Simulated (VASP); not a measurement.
Input of a VASP 6.6.1 run:

File INCAR:

```
SYSTEM = Mg
ALGO = Fast
EDIFF = 1E-6
ENCUT = 520
GGA = PS
ISIF = 2
ISMEAR = -1
LASPH = .TRUE.
LCHARG = .TRUE.
LELF = .TRUE.
LREAL = .FALSE.
LVHAR = .TRUE.
LWAVE = .FALSE.
NBANDS = 12
NELM = 60
PREC = Accurate
SIGMA = 0.05
```

KPOINTS

```
k-points
0
G
  10 10 3
  0 0 0
```

POSCAR

```
Mg
1.0
    3.1978653626      0.0000000000      0.0000000000
   -1.5989326813      2.7694326419      0.0000000000
    0.0000000000      0.0000000000     10.3872008361
Mg
4
Direct
    0.6666666667      0.3333333333      0.7500000000
    0.0000000000      0.0000000000      0.5000000000
    0.3333333333      0.6666666667      0.2500000000
    0.0000000000      0.0000000000      0.0000000000
```

Potentials or basis: VASP PAW PBE potentials, release 64 (Mg).

Command:

```bash
$ cat potpaw_PBE.64/Mg/POTCAR > POTCAR
$ mpirun -np 1 vasp_std > vasp.out
```

Question: Estimate the pressure.

Answer: -0.6 GPa.

Question: What does it give for the band gap on the k mesh?

Answer: Zero (band 4 reaches 3.23 eV, above the bottom of band 5 at 1.34 eV).

Stress tensor (GPa, compression positive):
```
-0.90  0.00  0.00
 0.00 -0.90  0.00
 0.00  0.00  0.03
```

Caveat: the PAW data sets were made with another functional, which shifts forces and pressure a little.
